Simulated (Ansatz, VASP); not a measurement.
Given: the input of a run of Ansatz 0.2.0 on Cs.

Contents of input.yaml:

```yaml
crystal:
  lattice:
    - [-3.1284650614, 3.1284650614, 3.1284650614]
    - [3.1284650614, -3.1284650614, 3.1284650614]
    - [3.1284650614, 3.1284650614, -3.1284650614]
  atoms:
    - { symbol: Cs, position: [0.0, 0.0, 0.0] }
kpoints:
  mp_grid: { grid: [6, 6, 6] }
scf:
  occupations: { method: fermi_dirac, width: 0.05 }
hamiltonian:
  xc: pbe
  pseudopotentials: { kind: all_electron, lapw: { basis_error: 0.001 } }
output:
  forces: true
  stress: true
relax:
  f_tol: 0.01
  max_steps: 60
  cell: {}
```

Potentials or basis: all-electron LAPW, scalar-relativistic.

Launch:

```console
$ ansatz run input.yaml --threads 1 --pin off --max-ram 3072MiB --backend cpu --events-out ev --progress --plain --runs-dir out
```

Set up the same calculation for VASP 6.6.1. Potentials there: VASP PAW PBE potentials, release 64 (Cs_sv).

As run (the cutoff follows the program's own potentials):

File INCAR:

```
SYSTEM = Cs
ALGO = Normal
EDIFF = 1E-6
EDIFFG = -0.01
ENCUT = 600
GGA = PE
IBRION = 2
ISIF = 3
ISMEAR = -1
LASPH = .TRUE.
LCHARG = .FALSE.
LREAL = .FALSE.
LWAVE = .FALSE.
NELM = 80
NSW = 80
PREC = Accurate
SIGMA = 0.05
```

The input KPOINTS:

```
k-points
0
G
  6 6 6
  0 0 0
```

File POSCAR:

```
Cs
1.0
   -3.1284650614      3.1284650614      3.1284650614
    3.1284650614     -3.1284650614      3.1284650614
    3.1284650614      3.1284650614     -3.1284650614
Cs
1
Direct
    0.0000000000      0.0000000000      0.0000000000
```

Potentials or basis: VASP PAW PBE potentials, release 64 (Cs_sv).

The run is started by

```bash
$ cat potpaw_PBE.64/Cs_sv/POTCAR > POTCAR
$ mpirun -np 1 vasp_std > vasp.out
```

Both were run:

|  | VASP | Ansatz | Ansatz less VASP |
| --- | --- | --- | --- |
| relaxed volume (Å³/atom) | 117.20 | 117.24 | +0.037 |
| relaxed length of the cell vector where the two differ most in proportion (Å) | 5.340 | 5.340 | +0.0006 |

Ansatz ran all-electron here, and VASP with PAW potentials.

Neither program's run includes spin-orbit coupling.
